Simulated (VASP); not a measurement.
A run of VASP 6.6.1:

File INCAR:

```
PREC = Accurate
ENCUT = 520
EDIFF = 1E-8
ISMEAR = -1
SIGMA = 0.1
LREAL = False
LASPH = True
NELM = 60
ALGO = Normal
ISIF = 2
LWAVE = False
LCHARG = False
GGA = PS
NBANDS = 16
IBRION = 8
NSW = 1
```

File KPOINTS:

```
regular mesh
0
Gamma
  10 10 10
```

File POSCAR:

```
SnAs
1.0
    0.0000000000      2.8578807915      2.8578807915
    2.8578807915      0.0000000000      2.8578807915
    2.8578807915      2.8578807915      0.0000000000
Sn As
1 1
Direct
    0.0000000000      0.0000000000      0.0000000000
    0.5000000000      0.5000000000      0.5000000000
```

Potentials or basis: VASP PAW PBE potentials, release 64 (Sn_d, As).

The run is started by

```sh
$ cat potpaw_PBE.64/Sn_d/POTCAR potpaw_PBE.64/As/POTCAR > POTCAR
$ mpirun -np 1 vasp_std > vasp.out
```

Hardware: 1 thread of Oxide Virtual Turin-like Processor, on a shared host.

Estimate the wall time of this run.

Wall time 4.5 min on 1 thread of Oxide Virtual Turin-like Processor, with other jobs on the host, peak memory 0.29 GiB. Counts: scf iterations 45, k points 47.
